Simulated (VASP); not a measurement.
# Ir (P6_3/mmc) in VASP: settings compared

Ir is run at these levels: PBEsol, RPBE+D3(BJ), PBEsol+D4, RPBE+D4; tasks: single point, relaxation of cell and atoms.

All numbers are computed with VASP 6.6.1; they aren't measurements. Logs are shortened: lines on timing, memory, paths and dates and some standing lists are left out, and cuts for length are marked.

### 1 The cell of the first run

Symmetry: P6_3/mmc, No. 194, hexagonal system. Conventional cell: a = 2.697 Å, b = 2.697 Å, c = 4.374 Å, α = 90.00°, β = 90.00°, γ = 120.00°. Ir (site symmetry -6m2) has 12 Ir at 2.68 to 2.70 Å within 3.5 Å.

This isn't the form of Ir at room conditions, which is fcc.

### 2 Single point, PBEsol

File INCAR:

```
SYSTEM = Ir
PREC     = Accurate       ! precision mode
ENCUT    = 560            ! plane-wave cutoff, eV
EDIFF    = 1E-6           ! SCF threshold, eV
ISMEAR   = -1             ! smearing method
SIGMA    = 0.05           ! smearing width, eV
LREAL    = .False.        ! projectors in reciprocal space
LASPH    = .True.         ! aspherical terms in the spheres
NELM     = 120            ! most SCF steps
ALGO     = Normal         ! electronic algorithm
ISIF     = 2              ! what is computed and relaxed
LWAVE    = .False.        ! write WAVECAR
LCHARG   = .False.        ! write CHGCAR
GGA      = PS             ! functional
NBANDS   = 24             ! bands
GGA_COMPAT= .False.
```

File KPOINTS:

```
regular mesh
0
Gamma
  11 11 6
  0 0 0
```

File POSCAR:

```
Ir
1.0
    2.6968443915      0.0000000000      0.0000000000
   -1.3484221957      2.3355357531      0.0000000000
    0.0000000000      0.0000000000      4.3743564132
Ir
2
Direct
    0.3333333333      0.6666666667      0.2500000000
    0.6666666667      0.3333333333      0.7500000000
```

Potentials or basis: VASP PAW PBE potentials, release 64 (Ir_sv_GW).

Started as:

```sh
> cat potpaw_PBE.64/Ir_sv_GW/POTCAR > POTCAR
> mpirun -np 1 vasp_std > vasp.out
```

OUTCAR:

```text
SYSTEM = Ir
   PREC = Accurate
   ENCUT = 560
   EDIFF = 1E-6
   ISMEAR = -1
   LREAL = .False.
   LASPH = .True.
   NELM = 120
   ISIF = 2
   GGA = PS

 ion  position               nearest neighbor table
   1  0.333  0.667  0.250-   2 2.68   2 2.68   2 2.68   2 2.68   2 2.68   2 2.68
   2  0.667  0.333  0.750-   1 2.68   1 2.68   1 2.68   1 2.68   1 2.68   1 2.68

  LATTYP: Found a hexagonal cell.
 ALAT       =     2.6968443915
 C/A-ratio  =     1.6220277399

  Lattice vectors:

 A1 = (   2.6968443915,   0.0000000000,   0.0000000000)
 A2 = (  -1.3484221957,   2.3355357531,   0.0000000000)
 A3 = (   0.0000000000,   0.0000000000,   4.3743564132)

Analysis of symmetry for initial positions (statically):
=====================================================================
 Subroutine PRICEL returns:
 Original cell was already a primitive cell.

 Routine SETGRP: Setting up the symmetry group for a
 hexagonal supercell.

 Subroutine GETGRP returns: Found 24 space group operations
 (whereof 12 operations were pure point group operations)
 out of a pool of 24 trial point group operations.

The static configuration has the point symmetry D_3d.
 The point group associated with its full space group is D_6h.

Analysis of symmetry for dynamics (positions and initial velocities):
=====================================================================
 Subroutine PRICEL returns:
 Original cell was already a primitive cell.

 Routine SETGRP: Setting up the symmetry group for a
 hexagonal supercell.

 Subroutine GETGRP returns: Found 24 space group operations
 (whereof 12 operations were pure point group operations)
 out of a pool of 24 trial point group operations.

The dynamic configuration has the point symmetry D_3d.
 The point group associated with its full space group is D_6h.

 Subroutine INISYM returns: Found 24 space group operations
 (whereof 12 operations are pure point group operations),
 and found     1 'primitive' translations

----------------------------------------------------------------------------------------

                                     Primitive cell

  volume of cell :      27.5522

  direct lattice vectors                    reciprocal lattice vectors
     2.696844391  0.000000000  0.000000000     0.370803745  0.214083642  0.000000000
    -1.348422196  2.335535753  0.000000000     0.000000000  0.428167284  0.000000000
     0.000000000  0.000000000  4.374356413     0.000000000  0.000000000  0.228605058

  length of vectors
     2.696844391  2.696844391  4.374356413     0.428167284  0.428167284  0.228605058

  position of ions in fractional coordinates (direct lattice)
     0.333333333  0.666666667  0.250000000
     0.666666667  0.333333333  0.750000000

  ion indices of the primitive-cell ions
   primitive index   ion index
                 1           1
                 2           2

----------------------------------------------------------------------------------------

 KPOINTS: regular mesh

Automatic generation of k-mesh.
 Grid dimensions read from file:
 generate k-points for:   11   11    6

 Generating k-lattice:

  Cartesian coordinates                     Fractional coordinates (reciprocal lattice)
     0.033709431  0.019462149  0.000000000     0.090909091 -0.000000000  0.000000000
     0.000000000  0.038924299  0.000000000     0.000000000  0.090909091  0.000000000
     0.000000000  0.000000000  0.038100843     0.000000000  0.000000000  0.166666667

  Length of vectors
     0.038924299  0.038924299  0.038100843

  Shift w.r.t. Gamma in fractional coordinates (k-lattice)
     0.000000000  0.000000000  0.000000000

 Subroutine IBZKPT returns following result:
 ===========================================

 Found     64 irreducible k-points:

 Following reciprocal coordinates:
            Coordinates               Weight
  0.000000  0.000000  0.000000      1.000000
  0.090909  0.000000  0.000000      6.000000
  0.181818  0.000000  0.000000      6.000000
  0.272727 -0.000000  0.000000      6.000000
  0.363636 -0.000000  0.000000      6.000000
  0.454545 -0.000000  0.000000      6.000000
[... 16 lines left out ...]
  0.090909  0.090909  0.166667     12.000000
  0.181818  0.090909  0.166667     24.000000
 [... further k-points ...]
   k-points           NKPTS =     64   k-points in BZ     NKDIM =     64   number of bands    NBANDS=     24
   number of dos      NEDOS =    301   number of ions     NIONS =      2
   total plane-waves  NPLWV =  20736
   dimension x,y,z NGX =    24 NGY =   24 NGZ =   36
   dimension x,y,z NGXF=    48 NGYF=   48 NGZF=   72
   ions per type =               2
   NGX,Y,Z   is equivalent  to a cutoff of  14.79, 14.79, 13.68 a.u.
   NGXF,Y,Z  is equivalent  to a cutoff of  29.59, 29.59, 27.36 a.u.
 SYSTEM =  Ir
   PREC   = accura    normal or accurate (medium, high low for compatibility)
   ISTART =      0    job   : 0-new  1-cont  2-samecut
   ICHARG =      2    charge: 1-file 2-atom 10-const
   ISPIN  =      1    spin polarized calculation?
   LNONCOLLINEAR =      F non collinear calculations
   LSORBIT =      F    spin-orbit coupling
   LASPH  =      T    aspherical Exc in radial PAW
   ENCUT  =  560.0 eV  41.16 Ry    6.42 a.u.   5.20  5.20  8.44*2*pi/ulx,y,z
   NELM   =    120;   NELMIN=  2; NELMDL= -5     # of ELM steps
   EDIFF  = 0.1E-05   stopping-criterion for ELM
   LREAL  =      F    real-space projection
   EDIFFG = 0.1E-04   stopping-criterion for IOM
   NSW    =      0    number of steps for IOM
   IBRION =     -1    ionic relax: 0-MD 1-quasi-New 2-CG
   NFREE  =      0    steps in history (QN), initial steepest desc. (CG)
   ISIF   =      2    stress and relaxation
   ISYM   =      2    0-nonsym 1-usesym 2-fastsym
   POTIM  = 0.5000    time-step for ionic-motion
   TEBEG  =    0.0;   TEEND  =   0.0 temperature during run
   PSTRESS=    0.0 pullay stress
   NELECT =      34.0000    total number of electrons
   NUPDOWN=      -1.0000    fix difference up-down
   EMIN   =  10.00;   EMAX   =-10.00  energy-range for DOS
   EFERMI =   0.00;   METHOD = LEGACY
   ISMEAR =    -1;   SIGMA  =   0.05  broadening in eV -4-tet -1-fermi 0-gaus
   EFERMI_NEDOS =   21; number of points for ismear=-14 and -15
   IALGO  =     38    algorithm
   IMIX   =      4    mixing-type and parameters
     AMIX     =   0.40;   BMIX     =  1.00
     AMIX_MAG =   1.60;   BMIX_MAG =  1.00
  volume/ion in A,a.u.               =      13.78        92.97
  Fermi-wavevector in a.u.,A,eV,Ry     =   1.755964  3.318291 41.952335  3.083410
  Thomas-Fermi vector in A             =   2.825607
   LORBIT       =      0    0 simple, 1 ext, 2 COOP (PROOUT), +10 PAW based schemes
   GGA     = PS    functional components
   LHFCALC =     F    Hartree Fock is set to
   AEXX    =    0.0000 exact exchange contribution
   IVDW    =     0    specifies the selected vdW correction
   LEPSILON=     F    determine dielectric tensor
   LRPA    =     F    only Hartree local field effects (RPA)
 non-spin polarized calculation
  energy-cutoff  :      560.00
  volume of cell :       27.55
 maximum number of plane-waves:       844
 NGX is ok and might be reduce to    24
   NGX = 11   NGY = 11   NGZ = 17

 number of electron      34.0000000 magnetization

 Free energy of the ion-electron system (eV)
  ---------------------------------------------------
  ext. energy  EPLUGINS =         0.00000000
  ---------------------------------------------------
  free energy    TOTEN  =       -20.60575464 eV

  energy without entropy =      -20.58267198  energy(sigma->0) =      -20.59421331

 E-fermi :  13.3699     XC(G=0): -14.8777

 val. band max:       13.3694865341   @ k =   0.2727   0.0909   0.3333
 cond. band min:      13.3902368591   @ k =   0.1818   0.0000   0.5000
 fundamental gap:      0.0207503250
 Fermi energy:        13.3699178373

 k-point     1 :       0.0000    0.0000    0.0000
  band No.  band energies     occupation
      1     -79.8287      2.00000
      2     -79.7526      2.00000
      3     -37.0747      2.00000
      4     -36.3070      2.00000
      5     -36.3070      2.00000
      6     -36.1932      2.00000
[... 16 lines left out ...]
     23      28.9772      0.00000
     24      30.1685      0.00000

 k-point     2 :       0.0909    0.0000    0.0000
  band No.  band energies     occupation
      1     -79.8232      2.00000
      2     -79.7500      2.00000
      3     -37.0523      2.00000
      4     -36.3584      2.00000
      5     -36.3238      2.00000
      6     -36.2340      2.00000
[... 16 lines left out ...]
     23      29.4082      0.00000
     24      30.7304      0.00000

 k-point     3 :       0.1818    0.0000    0.0000
  band No.  band energies     occupation
      1     -79.8092      2.00000
      2     -79.7440      2.00000
      3     -36.9893      2.00000
      4     -36.4975      2.00000
      5     -36.3756      2.00000
      6     -36.3674      2.00000
[... 16 lines left out ...]
     23      29.8361      0.00000
     24      31.0226      0.00000

 k-point     4 :       0.2727   -0.0000    0.0000
  band No.  band energies     occupation
      1     -79.7901      2.00000
      2     -79.7366      2.00000
      3     -36.8959      2.00000
      4     -36.6787      2.00000
      5     -36.5557      2.00000
      6     -36.4224      2.00000
[... 16 lines left out ...]
     23      28.4083      0.00000
     24      28.8038      0.00000

 k-point     5 :       0.3636   -0.0000    0.0000
  band No.  band energies     occupation
      1     -79.7710      2.00000
      2     -79.7316      2.00000
      3     -36.8449      2.00000
      4     -36.7913      2.00000
      5     -36.7154      2.00000
      6     -36.4714      2.00000
[... 451 lines left out ...]
 k-point    22 :       0.4545   -0.0000    0.1667
  band No.  band energies     occupation
      1     -79.7556      2.00000
      2     -79.7323      2.00000
      3     -36.9802      2.00000
      4     -36.8507      2.00000
      5     -36.6399      2.00000
      6     -36.4866      2.00000
[... 16 lines left out ...]
     23      25.7529      0.00000
     24      26.4457      0.00000

 k-point    23 :       0.0909    0.0909    0.1667
  band No.  band energies     occupation
      1     -79.8092      2.00000
      2     -79.7503      2.00000
      3     -36.9648      2.00000
      4     -36.4296      2.00000
      5     -36.3939      2.00000
      6     -36.3321      2.00000
[... 16 lines left out ...]
     23      30.1342      0.00000
     24      30.6481      0.00000

 k-point    24 :       0.1818    0.0909    0.1667
  band No.  band energies     occupation
      1     -79.7932      2.00000
      2     -79.7428      2.00000
      3     -36.9080      2.00000
      4     -36.5700      2.00000
      5     -36.5343      2.00000
      6     -36.3917      2.00000
[... 16 lines left out ...]
     23      28.7882      0.00000
     24      29.6905      0.00000

 [... further k-points ...]
[... 5 lines left out ...]
  --------------------------------------------------------------------------------------
  -------------------------------------------------------------------------------------
  Total        1.4108413      1.4108413      1.4055830      0.0000000      0.0000000      0.0000000
  in kB       82.0412307     82.0412307     81.7354582      0.0000000      0.0000000      0.0000000
  external PRESSURE =      81.9393065 kB  Pullay stress =       0.0000000 kB

 VOLUME and BASIS-vectors are now :
 -----------------------------------------------------------------------------
  energy-cutoff  :      560.00
  volume of cell :       27.55
      direct lattice vectors                 reciprocal lattice vectors
     2.696844391  0.000000000  0.000000000     0.370803745  0.214083642  0.000000000
    -1.348422196  2.335535753  0.000000000     0.000000000  0.428167284  0.000000000
     0.000000000  0.000000000  4.374356413     0.000000000  0.000000000  0.228605058

 POSITION                                       TOTAL-FORCE (eV/Angst)
 -----------------------------------------------------------------------------------
     -0.00000      1.55702      1.09359        -0.000000     -0.000000      0.000000
      1.34842      0.77851      3.28077         0.000000      0.000000      0.000000
 -----------------------------------------------------------------------------------
    total drift:                               -0.000000      0.000000     -0.000000

  FREE ENERGIE OF THE ION-ELECTRON SYSTEM (eV)
  ---------------------------------------------------
  free  energy   TOTEN  =       -20.6057546429 eV

  energy  without entropy=      -20.5826719785  energy(sigma->0) =      -20.59421331
```

Wall time 15 s (1 thread of Intel Xeon 6975P-C (Granite Rapids), shared host); peak memory 0.18 GiB.

What came out:

| Property | Result |
| --- | --- |
| Free energy | -20.6058 eV |
| Pressure | 8.2 GPa |
| Band gap on the k mesh | zero (bands 17 and 18 overlap by 3.42 eV) |

Levels at points of the mesh, in eV from the Fermi level:
| k point | band 15 | band 16 | band 17 | band 18 | band 19 | band 20 |
| --- | --- | --- | --- | --- | --- | --- |
| (0.00, 0.00, 0.00) | -3.32 | -2.48 | -2.48 | -0.93 | 0.30 | 0.30 |
| (0.00, 0.00, 0.50) | -4.14 | -4.14 | -0.47 | -0.47 | -0.47 | -0.47 |

Caveat: the cell stands under pressure; the PAW data sets were made with another functional, which shifts forces and pressure a little; spin-orbit coupling is left out, which moves the levels of the heavy elements.

[end of part 1 of 3]

The gap in the log of VASP goes by the Fermi energy; the results here count the filled bands.